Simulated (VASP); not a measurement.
A run of VASP 6.6.1 is set up as follows.

Contents of POSCAR:

```
PbSe
1.0
   -0.0863292271      3.0887022202      3.0887022202
    3.0887022202     -0.0863292271      3.0887022202
    3.0023729931      3.0023729931      0.0000000000
Pb Se
1 1
Direct
    0.0000000000      0.0000000000      0.0000000000
    0.5000000000      0.5000000000      0.5000000000
```

INCAR.step1

```
ALGO = Normal
EDIFF = 1E-4
ENCUT = 520
GGA = PE
ISMEAR = -1
LASPH = True
LCHARG = False
LREAL = False
LWAVE = True
NBANDS = 17
NELM = 100
PREC = Accurate
SIGMA = 0.02
```

File INCAR.step2:

```
ALGO = Normal
EDIFF = 1E-7
ENCUT = 520
ISIF = 2
ISMEAR = -1
ISTART = 1
LASPH = True
LCHARG = False
LMIXTAU = True
LREAL = False
LWAVE = False
METAGGA = R2SCAN
NBANDS = 17
NELM = 100
PREC = Accurate
SIGMA = 0.02
```

Contents of KPOINTS:

```
k-points
0
Gamma
  8 8 8
```

Potentials or basis: VASP PAW PBE potentials, release 64 (Pb_d, Se).

Run with:

```console
$ cat potpaw_PBE.64/Pb_d/POTCAR potpaw_PBE.64/Se/POTCAR > POTCAR
$ cp INCAR.step1 INCAR
$ mpirun -np 1 vasp_std > vasp.out
$ cp INCAR.step2 INCAR
$ mpirun -np 1 vasp_std > vasp.out
```

(1) Predict the pressure.

(2) Estimate the band gap on the k mesh.

Results:

(1) 0.0 GPa.

(2) 0.38 eV (least direct gap 0.62 eV).

Caveat: the cell differs from its parent crystal (shear xy strain -5.6%); the PAW data sets were made with another functional, which shifts forces and pressure a little; spin-orbit coupling is left out, which moves the levels of the heavy elements.
